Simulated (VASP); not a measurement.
# TiTe2 (P-3m1) in VASP: further runs, part 2 of 2

VASP 6.6.1. The steps go on from the part before.

**4. Single point, PBE (volume scaled by 1.03, then relaxed in part)**

Contents of INCAR:

```
ALGO = Normal
EDIFF = 1E-6
ENCUT = 520
GGA = PE
ISIF = 2
ISMEAR = 0
LASPH = T
LCHARG = F
LREAL = F
LWAVE = F
NBANDS = 19
NELM = 60
PREC = Accurate
SIGMA = 0.1
```

Contents of KPOINTS:

```
k-points
0
Gamma
  12 12 8
```

Contents of POSCAR:

```
TiTe2
1.0
    3.7689711179      0.0000000000      0.0000000000
   -1.8844855589      3.2640247342      0.0000000000
    0.0000000000      0.0000000000      7.1052754632
Ti Te
1 2
Direct
    0.0000000000      0.0000000000      0.0000000000
    0.6666666667      0.3333333333      0.2441156633
    0.3333333333      0.6666666667      0.7558843367
```

Potentials or basis: VASP PAW PBE potentials, release 64 (Ti_sv, Te).

Launch:

```bash
> cat potpaw_PBE.64/Ti_sv/POTCAR potpaw_PBE.64/Te/POTCAR > POTCAR
> mpirun -np 1 vasp_std > vasp.out
```

OUTCAR:

```text
EDIFF = 1E-6
   ENCUT = 520
   GGA = PE
   ISIF = 2
   ISMEAR = 0
   LASPH = T
   LREAL = F
   NELM = 60
   PREC = Accurate

 ion  position               nearest neighbor table
   1  0.000  0.000  0.000-   2 2.78   3 2.78   3 2.78   2 2.78   2 2.78   3 2.78
   2  0.667  0.333  0.244-   1 2.78   1 2.78   1 2.78
   3  0.333  0.667  0.756-   1 2.78   1 2.78   1 2.78

  LATTYP: Found a hexagonal cell.
 ALAT       =     3.7689711179
 C/A-ratio  =     1.8852029482

  Lattice vectors:

 A1 = (   3.7689711179,   0.0000000000,   0.0000000000)
 A2 = (  -1.8844855589,   3.2640247342,   0.0000000000)
 A3 = (   0.0000000000,   0.0000000000,   7.1052754632)

Analysis of symmetry for initial positions (statically):
=====================================================================
 Subroutine PRICEL returns:
 Original cell was already a primitive cell.

 Routine SETGRP: Setting up the symmetry group for a
 hexagonal supercell.

 Subroutine GETGRP returns: Found 12 space group operations
 (whereof 12 operations were pure point group operations)
 out of a pool of 24 trial point group operations.

The static configuration has the point symmetry D_3d.

Analysis of symmetry for dynamics (positions and initial velocities):
=====================================================================
 Subroutine PRICEL returns:
 Original cell was already a primitive cell.

 Routine SETGRP: Setting up the symmetry group for a
 hexagonal supercell.

 Subroutine GETGRP returns: Found 12 space group operations
 (whereof 12 operations were pure point group operations)
 out of a pool of 24 trial point group operations.

The dynamic configuration has the point symmetry D_3d.

 Subroutine INISYM returns: Found 12 space group operations
 (whereof 12 operations are pure point group operations),
 and found     1 'primitive' translations

----------------------------------------------------------------------------------------

                                     Primitive cell

  volume of cell :      87.4092

  direct lattice vectors                    reciprocal lattice vectors
     3.768971118  0.000000000  0.000000000     0.265324400  0.153185114  0.000000000
    -1.884485559  3.264024734  0.000000000     0.000000000  0.306370227  0.000000000
     0.000000000  0.000000000  7.105275463     0.000000000  0.000000000  0.140740497

  length of vectors
     3.768971118  3.768971118  7.105275463     0.306370227  0.306370227  0.140740497

  position of ions in fractional coordinates (direct lattice)
     0.000000000  0.000000000  0.000000000
     0.666666667  0.333333333  0.244115663
     0.333333333  0.666666667  0.755884337

  ion indices of the primitive-cell ions
   primitive index   ion index
                 1           1
                 2           2
                 3           3

----------------------------------------------------------------------------------------

 KPOINTS: k-points

Automatic generation of k-mesh.
 Grid dimensions read from file:
 generate k-points for:   12   12    8

 Generating k-lattice:

  Cartesian coordinates                     Fractional coordinates (reciprocal lattice)
     0.022110367  0.012765426  0.000000000     0.083333333  0.000000000  0.000000000
     0.000000000  0.025530852  0.000000000     0.000000000  0.083333333  0.000000000
     0.000000000  0.000000000  0.017592562     0.000000000  0.000000000  0.125000000

  Length of vectors
     0.025530852  0.025530852  0.017592562

  Shift w.r.t. Gamma in fractional coordinates (k-lattice)
     0.000000000  0.000000000  0.000000000

 Subroutine IBZKPT returns following result:
 ===========================================

 Found    131 irreducible k-points:

 Following reciprocal coordinates:
            Coordinates               Weight
  0.000000  0.000000  0.000000      1.000000
  0.083333  0.000000  0.000000      6.000000
  0.166667  0.000000  0.000000      6.000000
  0.250000  0.000000  0.000000      6.000000
  0.333333  0.000000  0.000000      6.000000
  0.416667  0.000000  0.000000      6.000000
[... 16 lines left out ...]
  0.166667  0.000000  0.125000      6.000000
  0.000000  0.166667  0.125000      6.000000
 [... further k-points ...]
   k-points           NKPTS =    131   k-points in BZ     NKDIM =    131   number of bands    NBANDS=     19
   number of dos      NEDOS =    301   number of ions     NIONS =      3
   total plane-waves  NPLWV =  42336
   dimension x,y,z NGX =    28 NGY =   28 NGZ =   54
   dimension x,y,z NGXF=    56 NGYF=   56 NGZF=  108
   ions per type =               1   2
   NGX,Y,Z   is equivalent  to a cutoff of  12.35, 12.35, 12.63 a.u.
   NGXF,Y,Z  is equivalent  to a cutoff of  24.70, 24.70, 25.27 a.u.
 SYSTEM =  unknown system
   PREC   = accura    normal or accurate (medium, high low for compatibility)
   ISTART =      0    job   : 0-new  1-cont  2-samecut
   ICHARG =      2    charge: 1-file 2-atom 10-const
   ISPIN  =      1    spin polarized calculation?
   LNONCOLLINEAR =      F non collinear calculations
   LSORBIT =      F    spin-orbit coupling
   LASPH  =      T    aspherical Exc in radial PAW
   ENCUT  =  520.0 eV  38.22 Ry    6.18 a.u.   7.01  7.01 13.21*2*pi/ulx,y,z
   NELM   =     60;   NELMIN=  2; NELMDL= -5     # of ELM steps
   EDIFF  = 0.1E-05   stopping-criterion for ELM
   LREAL  =      F    real-space projection
   EDIFFG = 0.1E-04   stopping-criterion for IOM
   NSW    =      0    number of steps for IOM
   IBRION =     -1    ionic relax: 0-MD 1-quasi-New 2-CG
   NFREE  =      0    steps in history (QN), initial steepest desc. (CG)
   ISIF   =      2    stress and relaxation
   ISYM   =      2    0-nonsym 1-usesym 2-fastsym
   POTIM  = 0.5000    time-step for ionic-motion
   TEBEG  =    0.0;   TEEND  =   0.0 temperature during run
   PSTRESS=    0.0 pullay stress
   NELECT =      24.0000    total number of electrons
   NUPDOWN=      -1.0000    fix difference up-down
   EMIN   =  10.00;   EMAX   =-10.00  energy-range for DOS
   EFERMI =   0.00;   METHOD = LEGACY
   ISMEAR =     0;   SIGMA  =   0.10  broadening in eV -4-tet -1-fermi 0-gaus
   EFERMI_NEDOS =   21; number of points for ismear=-14 and -15
   IALGO  =     38    algorithm
   IMIX   =      4    mixing-type and parameters
     AMIX     =   0.40;   BMIX     =  1.00
     AMIX_MAG =   1.60;   BMIX_MAG =  1.00
  volume/ion in A,a.u.               =      29.14       196.62
  Fermi-wavevector in a.u.,A,eV,Ry     =   1.064044  2.010751 15.404370  1.132189
  Thomas-Fermi vector in A             =   2.199549
   LORBIT       =      0    0 simple, 1 ext, 2 COOP (PROOUT), +10 PAW based schemes
   GGA     = PE    functional components
   LHFCALC =     F    Hartree Fock is set to
   AEXX    =    0.0000 exact exchange contribution
   IVDW    =     0    specifies the selected vdW correction
   LEPSILON=     F    determine dielectric tensor
   LRPA    =     F    only Hartree local field effects (RPA)
 non-spin polarized calculation
 Gauss-broadening in eV      SIGMA  =   0.10
  energy-cutoff  :      520.00
  volume of cell :       87.41
 maximum number of plane-waves:      2373
   NGX = 13   NGY = 13   NGZ = 27

 number of electron      23.9999991 magnetization

 Free energy of the ion-electron system (eV)
  ---------------------------------------------------
  ext. energy  EPLUGINS =         0.00000000
  ---------------------------------------------------
  free energy    TOTEN  =       -16.22167517 eV

  energy without entropy =      -16.21591246  energy(sigma->0) =      -16.21879382

 E-fermi :   5.8114     XC(G=0):  -9.3693

 val. band max:        5.8113555468   @ k =   0.0000   0.4167   0.2500
 cond. band min:       5.8182918655   @ k =   0.4167   0.0000   0.0000
 fundamental gap:      0.0069363187
 Fermi energy:         5.8113660097

 k-point     1 :       0.0000    0.0000    0.0000
  band No.  band energies     occupation
      1     -51.7029      2.00000
      2     -27.9525      2.00000
      3     -27.9525      2.00000
      4     -27.9141      2.00000
      5      -6.2881      2.00000
      6      -5.2177      2.00000
[... 11 lines left out ...]
     18      11.1203      0.00000
     19      11.2491      0.00000

 k-point     2 :       0.0833    0.0000    0.0000
  band No.  band energies     occupation
      1     -51.7027      2.00000
      2     -27.9553      2.00000
      3     -27.9531      2.00000
      4     -27.9135      2.00000
      5      -6.2122      2.00000
      6      -5.1718      2.00000
[... 476 lines left out ...]
 k-point    24 :       0.0000    0.1667    0.1250
  band No.  band energies     occupation
      1     -51.7022      2.00000
      2     -27.9629      2.00000
      3     -27.9549      2.00000
      4     -27.9117      2.00000
      5      -5.9698      2.00000
      6      -5.0771      2.00000
[... 11 lines left out ...]
     18      11.9858      0.00000
     19      12.2522      0.00000

 [... further k-points ...]
[... 5 lines left out ...]
  --------------------------------------------------------------------------------------
  -------------------------------------------------------------------------------------
  Total       -0.1065041     -0.1065041     -0.0687553     -0.0000000     -0.0000000      0.0000000
  in kB       -1.9521803     -1.9521803     -1.2602580     -0.0000000     -0.0000000      0.0000000
  external PRESSURE =      -1.7215395 kB  Pullay stress =       0.0000000 kB

 VOLUME and BASIS-vectors are now :
 -----------------------------------------------------------------------------
  energy-cutoff  :      520.00
  volume of cell :       87.41
      direct lattice vectors                 reciprocal lattice vectors
     3.768971118  0.000000000  0.000000000     0.265324400  0.153185114  0.000000000
    -1.884485559  3.264024734  0.000000000     0.000000000  0.306370227  0.000000000
     0.000000000  0.000000000  7.105275463     0.000000000  0.000000000  0.140740497

 POSITION                                       TOTAL-FORCE (eV/Angst)
 -----------------------------------------------------------------------------------
      0.00000      0.00000      0.00000        -0.000000      0.000000     -0.000000
      1.88449      1.08801      1.73451         0.000000      0.000000      0.007947
     -0.00000      2.17602      5.37077        -0.000000      0.000000     -0.007947
 -----------------------------------------------------------------------------------
    total drift:                               -0.000000     -0.000000     -0.000000

  FREE ENERGIE OF THE ION-ELECTRON SYSTEM (eV)
  ---------------------------------------------------
  free  energy   TOTEN  =       -16.2216751730 eV

  energy  without entropy=      -16.2159124589  energy(sigma->0) =      -16.21879382
```

stdout:

```text
POSCAR found type information on POSCAR TiTe
 POSCAR found :  2 types and       3 ions
 scaLAPACK will be used
 LDA part: xc-table for (Slater+PW92), standard interpolation
 POSCAR, INCAR and KPOINTS ok, starting setup
 FFT: planning ... GRIDC
 FFT: planning ... GRID_SOFT
 FFT: planning ... GRID
 WAVECAR not read
 entering main loop
```

It took 2.1 min on 1 thread of Intel Xeon 6975P-C (Granite Rapids), shared host; peak memory 0.34 GiB.

What came out:

- Free energy: -16.2217 eV
- Pressure: -0.2 GPa
- Largest force: 0.008 eV/Å
- Band gap on the k mesh: zero (band 12 reaches 6.23 eV, above the bottom of band 13 at 5.59 eV)

Forces in eV/Å, atoms in the order of the input:
```
Ti   0.000  0.000  0.000
Te   0.000  0.000  0.008
Te   0.000  0.000 -0.008
```

Caveat: spin-orbit coupling is left out, which moves the levels of the heavy elements; this functional lacks dispersion, which binds the layers, so the pressure and a relaxed spacing across them are unreliable.

**5. Single point, PBE (volume scaled by 1.06, then relaxed in part)**

Contents of INCAR:

```
PREC = Accurate ; ENCUT = 520
EDIFF = 1E-7 ; ISMEAR = 0
SIGMA = 0.1 ; LREAL = False
LASPH = True ; NELM = 100
ALGO = Normal ; ISIF = 2
LWAVE = False ; LCHARG = True
GGA = PE ; LELF = True
LVHAR = True ; NBANDS = 19
```

Contents of KPOINTS:

```
regular mesh
0
Gamma
  12 12 8
```

Contents of POSCAR:

```
TiTe2
1.0
    3.7691766374      0.0000000000      0.0000000000
   -1.8845883187      3.2642027194      0.0000000000
    0.0000000000      0.0000000000      7.3114278374
Ti Te
1 2
Direct
    0.0000000000      0.0000000000      0.0000000000
    0.6666666667      0.3333333333      0.2374431869
    0.3333333333      0.6666666667      0.7625568131
```

Launch:

```bash
> cat potpaw_PBE.64/Ti_sv/POTCAR potpaw_PBE.64/Te/POTCAR > POTCAR
> mpirun -np 1 vasp_std > vasp.out
```

Run time: 2.2 min. Hardware: 1 thread of Intel Xeon 6975P-C (Granite Rapids), shared host; peak memory 0.36 GiB.

Results (log left out):

```
Free energy            : -16.2184 eV
Pressure               : -0.2 GPa
Largest force          : 0.010 eV/Å
Band gap on the k mesh : zero (band 12 reaches 5.92 eV, above the bottom of band 13 at 5.30 eV)
```

Forces in eV/Å, atoms in the order of the input:
```
Ti   0.000  0.000  0.000
Te   0.000  0.000  0.010
Te   0.000  0.000 -0.010
```

Levels at points of the mesh, in eV from the Fermi level:
| k point | band 8 | band 9 | band 10 | band 11 | band 12 | band 13 | band 14 | band 15 | band 16 | band 17 |
| --- | --- | --- | --- | --- | --- | --- | --- | --- | --- | --- |
| (0.00, 0.00, 0.00) | -1.50 | -1.50 | -0.43 | 0.34 | 0.42 | 0.42 | 1.13 | 1.13 | 3.27 | 3.27 |
| (0.50, 0.00, 0.00) | -3.82 | -2.27 | -2.14 | -1.72 | -0.75 | -0.02 | 1.17 | 1.49 | 2.60 | 3.11 |
| (0.00, 0.00, 0.50) | -2.15 | -1.49 | -1.49 | 0.42 | 0.42 | 0.79 | 1.05 | 1.05 | 3.38 | 3.38 |
| (0.50, 0.00, 0.50) | -4.09 | -2.32 | -1.79 | -1.40 | -0.62 | -0.20 | 1.17 | 1.49 | 2.87 | 3.27 |

Caveat: spin-orbit coupling is left out, which moves the levels of the heavy elements; this functional lacks dispersion, which binds the layers, so the pressure and a relaxed spacing across them are unreliable.

**6. Summary**

```csv
cell,gap on the mesh (eV),pressure (GPa),largest force (eV/Å)
"a = 3.758, b = 3.758, c = 6.730 Å, angles 90.0, 90.0, 120.0°, 3 atoms",none,0.4,-
"a = 3.769, b = 3.769, c = 6.898 Å, angles 90.0, 90.0, 120.0°, 3 atoms",none,0.0,0.01
"a = 3.769, b = 3.769, c = 7.105 Å, angles 90.0, 90.0, 120.0°, 3 atoms",none,-0.2,0.01
"a = 3.769, b = 3.769, c = 7.311 Å, angles 90.0, 90.0, 120.0°, 3 atoms",none,-0.2,0.01
```

Alike in all rows: task single point; level PBE; potentials or basis VASP PAW PBE potentials, release 64 (Ti_sv, Te); no spin polarisation; k mesh 12 × 12 × 8; cutoff (eV) 520; smearing gaussian 0.1 eV.

Caveats: spin-orbit coupling is left out, which moves the levels of the heavy elements; this functional lacks dispersion, which binds the layers, so the pressure and a relaxed spacing across them are unreliable.

Total energies depend on the potentials used, so only differences within one code and one set of settings carry meaning.
